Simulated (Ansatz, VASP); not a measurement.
**C in VASP and in Ansatz**

```
C
1.0
     4.07430    0.00000    0.00000
    -2.03715    3.52845    0.00000
     0.00000    0.00000    2.50079
C
6
Direct
  0.32012 0.00000 0.50000
  0.00000 0.32012 0.83333
  0.67988 0.67988 0.16667
  0.67988 0.00000 0.50000
  0.00000 0.67988 0.83333
  0.32012 0.32012 0.16667
```

Alike in both runs: task relaxation of cell and atoms; functional PBE; k mesh 12 × 12 × 14; occupations gaussian, width 0.1 eV; no spin polarisation.

|  | VASP | Ansatz |
| --- | --- | --- |
| version | VASP 6.6.1 | Ansatz 0.2.0 |
| potentials or method | VASP PAW PBE potentials, release 64 (C), cutoff 600 eV | scalar-relativistic, plane waves, PAW |
| valence electrons in the cell | 24 | 24 |

Ansatz gave:

* gap on the k mesh at the Fermi level, each at its own relaxed structure (eV): none
* relaxed volume (Å³/atom): 5.98
* relaxed cell length with the largest relative difference (Å): 2.483

Problem. What did VASP give for the same quantities?

Solution. gap on the k mesh at the Fermi level, each at its own relaxed structure (eV): none; relaxed volume (Å³/atom): 5.97; relaxed cell length with the largest relative difference (Å): 2.482.

A gap of «none» marks a metal or a gap that the smearing closes.
